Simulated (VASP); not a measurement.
# SnO (P4/nmm) in VASP: notebook

The runs below take SnO through single point, with PBE.

Program: VASP 6.6.1. These are calculated values, not measurements. Logs are shortened: lines on timing, memory, paths and dates and some standing lists are left out, and cuts for length are marked.

## (1) The cell of the first run

It takes space group P4/nmm (No. 129, tetragonal). The conventional cell has a = 3.971 Å, b = 3.971 Å, c = 5.068 Å, α = 90.00°, β = 90.00°, γ = 90.00°. Sn (site symmetry 4mm) has 4 O at 2.30 Å within 3.0 Å. Within 3.0 Å of O (site symmetry -4m2) lie 4 Sn at 2.30 Å and 4 O at 2.81 Å.

## (2) Single point, PBE

File INCAR:

```
PREC     = Accurate       # precision mode
ENCUT    = 520            # plane-wave cutoff, eV
EDIFF    = 1E-6           # SCF threshold, eV
ISMEAR   = 0              # smearing method
SIGMA    = 0.05           # smearing width, eV
LREAL    = F              # projectors in reciprocal space
LASPH    = T              # aspherical terms in the spheres
NELM     = 80             # most SCF steps
ALGO     = Normal         # electronic algorithm
ISIF     = 2              # what is computed and relaxed
LWAVE    = F              # write WAVECAR
LCHARG   = F              # write CHGCAR
GGA      = PE             # functional
NBANDS   = 28             # bands
```

File KPOINTS:

```
Automatic mesh
0
Gamma
  10 10 8
```

File POSCAR:

```
SnO
1.0
    3.9705335846      0.0000000000      0.0000000000
    0.0000000000      3.9705335846      0.0000000000
    0.0000000000      0.0000000000      5.0679375214
Sn O
2 2
Direct
    0.0000000000      0.5000000000      0.2286909982
    0.5000000000      0.0000000000      0.7713090018
    0.0000000000      0.0000000000      0.0000000000
    0.5000000000      0.5000000000      0.0000000000
```

Potentials or basis: VASP PAW PBE potentials, release 64 (Sn_d, O).

Started as:

```bash
cat potpaw_PBE.64/Sn_d/POTCAR potpaw_PBE.64/O/POTCAR > POTCAR
mpirun -np 1 vasp_std > vasp.out
```

OUTCAR:

```text
PREC = Accurate
   ENCUT = 520
   EDIFF = 1E-6
   ISMEAR = 0
   LREAL = F
   LASPH = T
   NELM = 80
   ISIF = 2
   GGA = PE

 ion  position               nearest neighbor table
   1  0.000  0.500  0.229-   3 2.30   4 2.30   3 2.30   4 2.30   2 3.64   2 3.64   2 3.64   2 3.64

   2  0.500  0.000  0.771-   3 2.30   4 2.30   4 2.30   3 2.30   1 3.64   1 3.64   1 3.64   1 3.64

   3  0.000  0.000  0.000-   1 2.30   2 2.30   1 2.30   2 2.30
   4  0.500  0.500  0.000-   1 2.30   2 2.30   2 2.30   1 2.30

  LATTYP: Found a simple tetragonal cell.
 ALAT       =     3.9705335846
 C/A-ratio  =     1.2763870179

  Lattice vectors:

 A1 = (   3.9705335846,   0.0000000000,   0.0000000000)
 A2 = (   0.0000000000,   3.9705335846,   0.0000000000)
 A3 = (   0.0000000000,   0.0000000000,   5.0679375214)

Analysis of symmetry for initial positions (statically):
=====================================================================
 Subroutine PRICEL returns:
 Original cell was already a primitive cell.

 Routine SETGRP: Setting up the symmetry group for a
 simple tetragonal supercell.

 Subroutine GETGRP returns: Found 16 space group operations
 (whereof  8 operations were pure point group operations)
 out of a pool of 16 trial point group operations.

The static configuration has the point symmetry D_2d.
 The point group associated with its full space group is D_4h.

Analysis of symmetry for dynamics (positions and initial velocities):
=====================================================================
 Subroutine PRICEL returns:
 Original cell was already a primitive cell.

 Routine SETGRP: Setting up the symmetry group for a
 simple tetragonal supercell.

 Subroutine GETGRP returns: Found 16 space group operations
 (whereof  8 operations were pure point group operations)
 out of a pool of 16 trial point group operations.

The dynamic configuration has the point symmetry D_2d.
 The point group associated with its full space group is D_4h.

 Subroutine INISYM returns: Found 16 space group operations
 (whereof  8 operations are pure point group operations),
 and found     1 'primitive' translations

----------------------------------------------------------------------------------------

                                     Primitive cell

  volume of cell :      79.8967

  direct lattice vectors                    reciprocal lattice vectors
     3.970533585  0.000000000  0.000000000     0.251855318  0.000000000  0.000000000
     0.000000000  3.970533585  0.000000000     0.000000000  0.251855318  0.000000000
     0.000000000  0.000000000  5.067937521     0.000000000  0.000000000  0.197318928

  length of vectors
     3.970533585  3.970533585  5.067937521     0.251855318  0.251855318  0.197318928

  position of ions in fractional coordinates (direct lattice)
     0.000000000  0.500000000  0.228690998
     0.500000000  0.000000000  0.771309002
     0.000000000  0.000000000  0.000000000
     0.500000000  0.500000000  0.000000000

  ion indices of the primitive-cell ions
   primitive index   ion index
                 1           1
                 2           2
                 3           3
                 4           4

----------------------------------------------------------------------------------------

 KPOINTS: Automatic mesh

Automatic generation of k-mesh.
 Grid dimensions read from file:
 generate k-points for:   10   10    8

 Generating k-lattice:

  Cartesian coordinates                     Fractional coordinates (reciprocal lattice)
     0.025185532  0.000000000  0.000000000     0.100000000  0.000000000  0.000000000
     0.000000000  0.025185532  0.000000000     0.000000000  0.100000000  0.000000000
     0.000000000  0.000000000  0.024664866     0.000000000  0.000000000  0.125000000

  Length of vectors
     0.025185532  0.025185532  0.024664866

  Shift w.r.t. Gamma in fractional coordinates (k-lattice)
     0.000000000  0.000000000  0.000000000

 Subroutine IBZKPT returns following result:
 ===========================================

 Found    105 irreducible k-points:

 Following reciprocal coordinates:
            Coordinates               Weight
  0.000000  0.000000  0.000000      1.000000
  0.100000  0.000000  0.000000      4.000000
  0.200000  0.000000  0.000000      4.000000
  0.300000  0.000000  0.000000      4.000000
  0.400000  0.000000  0.000000      4.000000
  0.500000  0.000000  0.000000      2.000000
[... 16 lines left out ...]
  0.100000  0.000000  0.125000      8.000000
  0.200000  0.000000  0.125000      8.000000
 [... further k-points ...]
   k-points           NKPTS =    105   k-points in BZ     NKDIM =    105   number of bands    NBANDS=     28
   number of dos      NEDOS =    301   number of ions     NIONS =      4
   total plane-waves  NPLWV =  36000
   dimension x,y,z NGX =    30 NGY =   30 NGZ =   40
   dimension x,y,z NGXF=    60 NGYF=   60 NGZF=   80
   ions per type =               2   2
   NGX,Y,Z   is equivalent  to a cutoff of  12.56, 12.56, 13.12 a.u.
   NGXF,Y,Z  is equivalent  to a cutoff of  25.12, 25.12, 26.24 a.u.
 SYSTEM =  unknown system
   PREC   = accura    normal or accurate (medium, high low for compatibility)
   ISTART =      0    job   : 0-new  1-cont  2-samecut
   ICHARG =      2    charge: 1-file 2-atom 10-const
   ISPIN  =      1    spin polarized calculation?
   LNONCOLLINEAR =      F non collinear calculations
   LSORBIT =      F    spin-orbit coupling
   LASPH  =      T    aspherical Exc in radial PAW
   ENCUT  =  520.0 eV  38.22 Ry    6.18 a.u.   7.38  7.38  9.42*2*pi/ulx,y,z
   NELM   =     80;   NELMIN=  2; NELMDL= -5     # of ELM steps
   EDIFF  = 0.1E-05   stopping-criterion for ELM
   LREAL  =      F    real-space projection
   EDIFFG = 0.1E-04   stopping-criterion for IOM
   NSW    =      0    number of steps for IOM
   IBRION =     -1    ionic relax: 0-MD 1-quasi-New 2-CG
   NFREE  =      0    steps in history (QN), initial steepest desc. (CG)
   ISIF   =      2    stress and relaxation
   ISYM   =      2    0-nonsym 1-usesym 2-fastsym
   POTIM  = 0.5000    time-step for ionic-motion
   TEBEG  =    0.0;   TEEND  =   0.0 temperature during run
   PSTRESS=    0.0 pullay stress
   NELECT =      40.0000    total number of electrons
   NUPDOWN=      -1.0000    fix difference up-down
   EMIN   =  10.00;   EMAX   =-10.00  energy-range for DOS
   EFERMI =   0.00;   METHOD = LEGACY
   ISMEAR =     0;   SIGMA  =   0.05  broadening in eV -4-tet -1-fermi 0-gaus
   EFERMI_NEDOS =   21; number of points for ismear=-14 and -15
   IALGO  =     38    algorithm
   IMIX   =      4    mixing-type and parameters
     AMIX     =   0.40;   BMIX     =  1.00
     AMIX_MAG =   1.60;   BMIX_MAG =  1.00
  volume/ion in A,a.u.               =      19.97       134.79
  Fermi-wavevector in a.u.,A,eV,Ry     =   1.299926  2.456503 22.991214  1.689807
  Thomas-Fermi vector in A             =   2.431158
   LORBIT       =      0    0 simple, 1 ext, 2 COOP (PROOUT), +10 PAW based schemes
   GGA     = PE    functional components
   LHFCALC =     F    Hartree Fock is set to
   AEXX    =    0.0000 exact exchange contribution
   IVDW    =     0    specifies the selected vdW correction
   LEPSILON=     F    determine dielectric tensor
   LRPA    =     F    only Hartree local field effects (RPA)
 non-spin polarized calculation
 Gauss-broadening in eV      SIGMA  =   0.05
  energy-cutoff  :      520.00
  volume of cell :       79.90
 maximum number of plane-waves:      2187
 NGX is ok and might be reduce to    30
   NGX = 15   NGY = 15   NGZ = 19

 number of electron      40.0000001 magnetization

 Free energy of the ion-electron system (eV)
  ---------------------------------------------------
  ext. energy  EPLUGINS =         0.00000000
  ---------------------------------------------------
  free energy    TOTEN  =       -22.66768583 eV

  energy without entropy =      -22.66768583  energy(sigma->0) =      -22.66768583

 E-fermi :   5.6350     XC(G=0):  -9.5711

 val. band max:        5.3407748825   @ k =   0.1000   0.0000   0.0000
 cond. band min:       6.0770271596   @ k =   0.5000   0.5000   0.0000
 fundamental gap:      0.7362522772
 Fermi energy:         5.6349603915

 k-point     1 :       0.0000    0.0000    0.0000
  band No.  band energies     occupation
      1     -16.0836      2.00000
      2     -15.8063      2.00000
      3     -15.8063      2.00000
      4     -15.7998      2.00000
      5     -15.7850      2.00000
      6     -15.7741      2.00000
[... 20 lines left out ...]
     27      12.3603      0.00000
     28      12.9276      0.00000

 k-point     2 :       0.1000    0.0000    0.0000
  band No.  band energies     occupation
      1     -16.0788      2.00000
      2     -15.8052      2.00000
      3     -15.8047      2.00000
      4     -15.7991      2.00000
      5     -15.7857      2.00000
      6     -15.7719      2.00000
[... 20 lines left out ...]
     27      12.5215      0.00000
     28      13.5597      0.00000

 k-point     3 :       0.2000    0.0000    0.0000
  band No.  band energies     occupation
      1     -16.0650      2.00000
      2     -15.8162      2.00000
      3     -15.8022      2.00000
      4     -15.7996      2.00000
      5     -15.7875      2.00000
      6     -15.7752      2.00000
[... 20 lines left out ...]
     27      12.7098      0.00000
     28      14.8739      0.00000

 k-point     4 :       0.3000    0.0000    0.0000
  band No.  band energies     occupation
      1     -16.0434      2.00000
      2     -15.8684      2.00000
      3     -15.7984      2.00000
      4     -15.7920      2.00000
      5     -15.7897      2.00000
      6     -15.7735      2.00000
[... 578 lines left out ...]
     27      12.2963      0.00000
     28      13.0380      0.00000

 k-point    23 :       0.1000    0.0000    0.1250
  band No.  band energies     occupation
      1     -16.0778      2.00000
      2     -15.8038      2.00000
      3     -15.8037      2.00000
      4     -15.7994      2.00000
      5     -15.7845      2.00000
      6     -15.7708      2.00000
[... 20 lines left out ...]
     27      12.5083      0.00000
     28      13.6210      0.00000

 k-point    24 :       0.2000    0.0000    0.1250
  band No.  band energies     occupation
      1     -16.0643      2.00000
      2     -15.8190      2.00000
      3     -15.8026      2.00000
      4     -15.7969      2.00000
      5     -15.7859      2.00000
      6     -15.7760      2.00000
[... 20 lines left out ...]
     27      12.8035      0.00000
     28      14.8685      0.00000

 [... further k-points ...]
[... 5 lines left out ...]
  --------------------------------------------------------------------------------------
  -------------------------------------------------------------------------------------
  Total       -2.3869587     -2.3869587     -1.1304630      0.0000000     -0.0000000      0.0000000
  in kB      -47.8659286    -47.8659286    -22.6692915      0.0000000     -0.0000000      0.0000000
  external PRESSURE =     -39.4670496 kB  Pullay stress =       0.0000000 kB

 VOLUME and BASIS-vectors are now :
 -----------------------------------------------------------------------------
  energy-cutoff  :      520.00
  volume of cell :       79.90
      direct lattice vectors                 reciprocal lattice vectors
     3.970533585  0.000000000  0.000000000     0.251855318  0.000000000  0.000000000
     0.000000000  3.970533585  0.000000000     0.000000000  0.251855318  0.000000000
     0.000000000  0.000000000  5.067937521     0.000000000  0.000000000  0.197318928

 POSITION                                       TOTAL-FORCE (eV/Angst)
 -----------------------------------------------------------------------------------
      0.00000      1.98527      1.15899        -0.000000     -0.000000     -0.441258
      1.98527      0.00000      3.90895        -0.000000      0.000000      0.441258
      0.00000      0.00000      0.00000        -0.000000      0.000000     -0.000000
      1.98527      1.98527      0.00000         0.000000     -0.000000     -0.000000
 -----------------------------------------------------------------------------------
    total drift:                                0.000000      0.000000     -0.000000

  FREE ENERGIE OF THE ION-ELECTRON SYSTEM (eV)
  ---------------------------------------------------
  free  energy   TOTEN  =       -22.6676858286 eV

  energy  without entropy=      -22.6676858286  energy(sigma->0) =      -22.66768583
```

Run time: 2.1 min. Hardware: 1 thread of AMD EPYC 7R13 (Zen 3), shared host; peak memory 0.28 GiB.

Results:

```yaml
Free_energy: -22.6677 eV
Pressure: -3.9 GPa
Largest_force: 0.441 eV/Å
Band_gap_on_the_k_mesh: 0.74 eV, indirect (least direct gap 1.87 eV)
```

Forces on the atoms (eV/Å):
```
Sn   0.000  0.000 -0.441
Sn   0.000  0.000  0.441
O    0.000  0.000  0.000
O    0.000  0.000  0.000
```

Levels at points of the mesh, in eV from the valence-band top:
```csv
k point,band 17,band 18,band 19,band 20,band 21,band 22,band 23,band 24
"(0.00, 0.00, 0.00)",-2.69,-2.52,-2.52,-0.01,1.86,4.23,4.90,4.90
"(0.50, 0.00, 0.00)",-3.99,-3.99,-1.97,-1.97,3.13,3.13,5.57,5.57
"(0.50, 0.50, 0.00)",-1.91,-1.91,-1.53,-1.53,0.74,0.74,4.77,4.77
"(0.00, 0.00, 0.50)",-2.75,-2.54,-2.54,-1.47,1.68,3.39,3.39,3.64
"(0.50, 0.00, 0.50)",-3.97,-3.97,-1.24,-1.24,2.62,2.62,5.47,5.47
"(0.50, 0.50, 0.50)",-2.14,-2.14,-1.91,-1.91,2.85,2.85,3.84,3.84
```

Caveat: spin-orbit coupling is left out, which moves the levels of the heavy elements. Expect the measured gap to be larger: semilocal functionals such as PBE lack the derivative discontinuity.

## (3) Single point, PBE

This run uses another cell than the first one, of 20.50 Å³/atom, 1.026 times its volume.

File INCAR:

```
  PREC = Accurate
  ENCUT = 520
  EDIFF = 1E-6
  ISMEAR = 0
  SIGMA = 0.05
  LREAL = False
  LASPH = True
  NELM = 100
  ALGO = Normal
  ISIF = 2
  LWAVE = False
  LCHARG = False
  GGA = PE
  NBANDS = 28
```

File KPOINTS:

```
regular mesh
0
Gamma
  10 10 8
```

Edit POSCAR of step 2 so:

```diff
@@ -2,4 +2,4 @@
 1.0
-    3.9705335846      0.0000000000      0.0000000000
-    0.0000000000      3.9705335846      0.0000000000
+    4.0219683724      0.0000000000      0.0000000000
+    0.0000000000      4.0219683724      0.0000000000
     0.0000000000      0.0000000000      5.0679375214
```

Potentials or basis: VASP PAW PBE potentials, release 64 (Sn_d, O).

Started as:

```bash
cat potpaw_PBE.64/Sn_d/POTCAR potpaw_PBE.64/O/POTCAR > POTCAR
mpirun -np 1 vasp_std > vasp.out
```

It took 2.2 min on 1 thread of AMD EPYC 7R13 (Zen 3), shared host; peak memory 0.28 GiB.

Results (log left out):

- Free energy: -22.5936 eV
- Pressure: -5.6 GPa
- Largest force: 0.665 eV/Å
- Band gap on the k mesh: 0.84 eV, indirect (least direct gap 1.87 eV)

Forces in eV/Å, atoms in the order of the input:
```
Sn   0.000  0.000 -0.665
Sn   0.000  0.000  0.665
O    0.000  0.000  0.000
O    0.000  0.000  0.000
```

Stress tensor (GPa, compression positive):
```
-6.82  0.00  0.00
 0.00 -6.82  0.00
 0.00  0.00 -3.26
```

Levels at points of the mesh, in eV from the valence-band top:
| k point | band 16 | band 17 | band 18 | band 19 | band 20 | band 21 | band 22 | band 23 | band 24 | band 25 |
| --- | --- | --- | --- | --- | --- | --- | --- | --- | --- | --- |
| (0.00, 0.00, 0.00) | -4.99 | -2.48 | -2.35 | -2.35 | -0.02 | 1.84 | 4.30 | 4.88 | 4.88 | 5.61 |
| (0.50, 0.00, 0.00) | -3.78 | -3.77 | -3.77 | -1.81 | -1.81 | 3.17 | 3.17 | 5.51 | 5.51 | 5.77 |
| (0.50, 0.50, 0.00) | -3.86 | -1.75 | -1.75 | -1.43 | -1.43 | 0.84 | 0.84 | 4.86 | 4.86 | 6.84 |
| (0.00, 0.00, 0.50) | -3.41 | -2.54 | -2.37 | -2.37 | -1.26 | 1.66 | 3.42 | 3.42 | 3.58 | 7.49 |
| (0.50, 0.00, 0.50) | -4.22 | -3.74 | -3.74 | -1.11 | -1.11 | 2.67 | 2.67 | 5.42 | 5.42 | 6.20 |
| (0.50, 0.50, 0.50) | -4.21 | -2.04 | -2.04 | -1.75 | -1.75 | 2.95 | 2.95 | 3.86 | 3.86 | 5.37 |

Caveat: spin-orbit coupling is left out, which moves the levels of the heavy elements. A k mesh can miss the band edges.
